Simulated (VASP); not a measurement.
# GaN (P6_3mc) in VASP: a series of runs

GaN is run at these levels: PBEsol; tasks: single point.

Program: VASP 6.6.1. These are calculated values, not measurements. Logs are shortened: lines on timing, memory, paths and dates and some standing lists are left out, and cuts for length are marked.

## (1) The cell of the first run

The structure is hexagonal, space group P6_3mc (No. 186). Conventional cell: a = 3.151 Å, b = 3.151 Å, c = 5.211 Å, α = 90.00°, β = 90.00°, γ = 120.00°. Ga (site symmetry 3m) has 4 N at 1.93 to 1.95 Å within 2.6 Å. N (site symmetry 3m) has 4 Ga at 1.93 to 1.95 Å within 2.6 Å.

## (2) Single point, PBEsol (in-plane strain -0.01, then relaxed in part)

INCAR reads:

```
SYSTEM = GaN
  ALGO = Normal
  EDIFF = 1E-7
  ENCUT = 520
  GGA = PS
  ISIF = 2
  ISMEAR = 0
  LASPH = .TRUE.
  LCHARG = .FALSE.
  LREAL = .FALSE.
  LWAVE = .FALSE.
  NBANDS = 26
  NELM = 80
  PREC = Accurate
  SIGMA = 0.01
```

KPOINTS reads:

```
k-points
0
G
  8 8 4
  0 0 0
```

POSCAR reads:

```
GaN
1.0
    3.1507488495      0.0000000000      0.0000000000
   -1.5753744248      2.7286285446      0.0000000000
    0.0000000000      0.0000000000      5.2105760621
Ga N
2 2
Direct
    0.3333333333      0.6666666667      0.0004897777
    0.6666666667      0.3333333333      0.5004897777
    0.3333333333      0.6666666667      0.3745102223
    0.6666666667      0.3333333333      0.8745102223
```

Potentials or basis: VASP PAW PBE potentials, release 64 (Ga_d, N).

The run is started by

```bash
$ cat potpaw_PBE.64/Ga_d/POTCAR potpaw_PBE.64/N/POTCAR > POTCAR
$ mpirun -np 1 vasp_std > vasp.out
```

OUTCAR:

```text
SYSTEM = GaN
   EDIFF = 1E-7
   ENCUT = 520
   GGA = PS
   ISIF = 2
   ISMEAR = 0
   LASPH = .TRUE.
   LREAL = .FALSE.
   NELM = 80
   PREC = Accurate

 ion  position               nearest neighbor table
   1  0.333  0.667  0.000-   4 1.93   4 1.93   4 1.93   3 1.95
   2  0.667  0.333  0.500-   3 1.93   3 1.93   3 1.93   4 1.95
   3  0.333  0.667  0.375-   2 1.93   2 1.93   2 1.93   1 1.95
   4  0.667  0.333  0.875-   1 1.93   1 1.93   1 1.93   2 1.95

  LATTYP: Found a hexagonal cell.
 ALAT       =     3.1507488495
 C/A-ratio  =     1.6537579829

  Lattice vectors:

 A1 = (   3.1507488495,   0.0000000000,   0.0000000000)
 A2 = (  -1.5753744248,   2.7286285446,   0.0000000000)
 A3 = (   0.0000000000,   0.0000000000,   5.2105760621)

Analysis of symmetry for initial positions (statically):
=====================================================================
 Subroutine PRICEL returns:
 Original cell was already a primitive cell.

 Routine SETGRP: Setting up the symmetry group for a
 hexagonal supercell.

 Subroutine GETGRP returns: Found 12 space group operations
 (whereof  6 operations were pure point group operations)
 out of a pool of 24 trial point group operations.

The static configuration has the point symmetry C_3v.
 The point group associated with its full space group is C_6v.

Analysis of symmetry for dynamics (positions and initial velocities):
=====================================================================
 Subroutine PRICEL returns:
 Original cell was already a primitive cell.

 Routine SETGRP: Setting up the symmetry group for a
 hexagonal supercell.

 Subroutine GETGRP returns: Found 12 space group operations
 (whereof  6 operations were pure point group operations)
 out of a pool of 24 trial point group operations.

The dynamic configuration has the point symmetry C_3v.
 The point group associated with its full space group is C_6v.

 Subroutine INISYM returns: Found 12 space group operations
 (whereof  6 operations are pure point group operations),
 and found     1 'primitive' translations

----------------------------------------------------------------------------------------

                                     Primitive cell

  volume of cell :      44.7965

  direct lattice vectors                    reciprocal lattice vectors
[... 83 lines left out ...]
   ISTART =      0    job   : 0-new  1-cont  2-samecut
   ICHARG =      2    charge: 1-file 2-atom 10-const
   ISPIN  =      1    spin polarized calculation?
   LNONCOLLINEAR =      F non collinear calculations
   LSORBIT =      F    spin-orbit coupling
   LASPH  =      T    aspherical Exc in radial PAW
   ENCUT  =  520.0 eV  38.22 Ry    6.18 a.u.   5.86  5.86  9.69*2*pi/ulx,y,z
   NELM   =     80;   NELMIN=  2; NELMDL= -5     # of ELM steps
   EDIFF  = 0.1E-06   stopping-criterion for ELM
   LREAL  =      F    real-space projection
   EDIFFG = 0.1E-05   stopping-criterion for IOM
   NSW    =      0    number of steps for IOM
   IBRION =     -1    ionic relax: 0-MD 1-quasi-New 2-CG
   NFREE  =      0    steps in history (QN), initial steepest desc. (CG)
   ISIF   =      2    stress and relaxation
   ISYM   =      2    0-nonsym 1-usesym 2-fastsym
   POTIM  = 0.5000    time-step for ionic-motion
   TEBEG  =    0.0;   TEEND  =   0.0 temperature during run
   PSTRESS=    0.0 pullay stress
   NELECT =      36.0000    total number of electrons
   NUPDOWN=      -1.0000    fix difference up-down
   EMIN   =  10.00;   EMAX   =-10.00  energy-range for DOS
   EFERMI =   0.00;   METHOD = LEGACY
   ISMEAR =     0;   SIGMA  =   0.01  broadening in eV -4-tet -1-fermi 0-gaus
   EFERMI_NEDOS =   21; number of points for ismear=-14 and -15
   IALGO  =     38    algorithm
   IMIX   =      4    mixing-type and parameters
     AMIX     =   0.40;   BMIX     =  1.00
     AMIX_MAG =   1.60;   BMIX_MAG =  1.00
  volume/ion in A,a.u.               =      11.20        75.58
  Fermi-wavevector in a.u.,A,eV,Ry     =   1.522046  2.876249 31.519570  2.316623
  Thomas-Fermi vector in A             =   2.630678
   LORBIT       =      0    0 simple, 1 ext, 2 COOP (PROOUT), +10 PAW based schemes
   GGA     = PS    functional components
   LHFCALC =     F    Hartree Fock is set to
   AEXX    =    0.0000 exact exchange contribution
   IVDW    =     0    specifies the selected vdW correction
   LEPSILON=     F    determine dielectric tensor
   LRPA    =     F    only Hartree local field effects (RPA)
 non-spin polarized calculation
 Gauss-broadening in eV      SIGMA  =   0.01
  energy-cutoff  :      520.00
  volume of cell :       44.80
 maximum number of plane-waves:      1232
 NGX is ok and might be reduce to    24
   NGX = 11   NGY = 11   NGZ = 19

 number of electron      36.0000011 magnetization

 Free energy of the ion-electron system (eV)
  ---------------------------------------------------
  ext. energy  EPLUGINS =         0.00000000
  ---------------------------------------------------
  free energy    TOTEN  =       -26.25619774 eV

  energy without entropy =      -26.25619774  energy(sigma->0) =      -26.25619774

 E-fermi :   5.5394     XC(G=0): -12.0122

 val. band max:        5.4373794409   @ k =   0.0000   0.0000   0.0000
 cond. band min:       7.3699134191   @ k =   0.0000   0.0000   0.0000
 fundamental gap:      1.9325339782
 Fermi energy:         5.5393793826

 k-point     1 :       0.0000    0.0000    0.0000
  band No.  band energies     occupation
      1     -10.7454      2.00000
      2      -9.7338      2.00000
      3      -8.0226      2.00000
      4      -8.0011      2.00000
      5      -8.0011      2.00000
      6      -7.9373      2.00000
[... 685 lines left out ...]
     25      17.5830      0.00000
     26      17.5830      0.00000

 [... further k-points ...]
[... 5 lines left out ...]
  --------------------------------------------------------------------------------------
  -------------------------------------------------------------------------------------
  Total        1.1777094      1.1777094     -0.0633261     -0.0000000      0.0000000      0.0000000
  in kB       42.1215919     42.1215919     -2.2649028     -0.0000000      0.0000000      0.0000000
  external PRESSURE =      27.3260937 kB  Pullay stress =       0.0000000 kB

 VOLUME and BASIS-vectors are now :
 -----------------------------------------------------------------------------
  energy-cutoff  :      520.00
  volume of cell :       44.80
      direct lattice vectors                 reciprocal lattice vectors
     3.150748849  0.000000000  0.000000000     0.317384866  0.183242238  0.000000000
    -1.575374425  2.728628545  0.000000000     0.000000000  0.366484475  0.000000000
     0.000000000  0.000000000  5.210576062     0.000000000  0.000000000  0.191917360

 POSITION                                       TOTAL-FORCE (eV/Angst)
 -----------------------------------------------------------------------------------
     -0.00000      1.81909      0.00255        -0.000000     -0.000000     -0.001681
      1.57537      0.90954      2.60784        -0.000000      0.000000     -0.001681
     -0.00000      1.81909      1.95141         0.000000      0.000000      0.001681
      1.57537      0.90954      4.55670        -0.000000     -0.000000      0.001681
 -----------------------------------------------------------------------------------
    total drift:                               -0.000001     -0.000001      0.000472

  FREE ENERGIE OF THE ION-ELECTRON SYSTEM (eV)
  ---------------------------------------------------
  free  energy   TOTEN  =       -26.2561977383 eV

  energy  without entropy=      -26.2561977383  energy(sigma->0) =      -26.25619774
```

OSZICAR:

```text
N       E                     dE             d eps       ncg     rms          rms(c)
DAV:   1     0.280546218663E+03    0.28055E+03   -0.17556E+04  1656   0.260E+03
DAV:   2     0.619786039364E+01   -0.27435E+03   -0.25853E+03  1704   0.484E+02
DAV:   3    -0.287563001600E+02   -0.34954E+02   -0.34464E+02  1832   0.144E+02
DAV:   4    -0.299283663150E+02   -0.11721E+01   -0.11676E+01  1846   0.280E+01
DAV:   5    -0.299531614799E+02   -0.24795E-01   -0.24772E-01  1886   0.399E+00    0.103E+01
DAV:   6    -0.262467536486E+02    0.37064E+01   -0.86851E+00  2566   0.493E+01    0.310E+00
DAV:   7    -0.262998239374E+02   -0.53070E-01   -0.12686E+00  1656   0.809E+00    0.263E+00
DAV:   8    -0.262772133775E+02    0.22611E-01   -0.18936E-01  2578   0.521E+00    0.114E+00
DAV:   9    -0.262556995414E+02    0.21514E-01   -0.60788E-02  2506   0.405E+00    0.342E-01
DAV:  10    -0.262563167447E+02   -0.61720E-03   -0.50402E-03  1632   0.525E-01    0.123E-01
DAV:  11    -0.262562052937E+02    0.11145E-03   -0.75519E-04  2380   0.525E-01    0.639E-02
DAV:  12    -0.262562210681E+02   -0.15774E-04   -0.10013E-04  1632   0.675E-02    0.845E-02
DAV:  13    -0.262562045872E+02    0.16481E-04   -0.15803E-05  2456   0.470E-02    0.493E-02
DAV:  14    -0.262561998346E+02    0.47526E-05   -0.77886E-06  2510   0.255E-02    0.241E-02
DAV:  15    -0.262561989307E+02    0.90387E-06   -0.10930E-06  2366   0.901E-03    0.168E-02
DAV:  16    -0.262561979579E+02    0.97285E-06   -0.95692E-07  1888   0.132E-02    0.762E-03
DAV:  17    -0.262561977624E+02    0.19549E-06   -0.51434E-07  1906   0.564E-03    0.214E-03
DAV:  18    -0.262561977383E+02    0.24123E-07   -0.55433E-08   950   0.178E-03
   1 F= -.26256198E+02 E0= -.26256198E+02  d E =-.288425E-49
```

It took 25 s on 1 thread of Intel Xeon 6975P-C (Granite Rapids), shared host; peak memory 0.17 GiB.

What came out:

* Free energy: -26.2562 eV
* Pressure: 2.7 GPa
* Band gap on the k mesh: 1.93 eV, direct

Caveat: the cell differs from its parent crystal (in-plane strain -0.01, then relaxed in part); the PAW data sets were made with another functional, which shifts forces and pressure a little.

(Continued in part 2 of 3.)
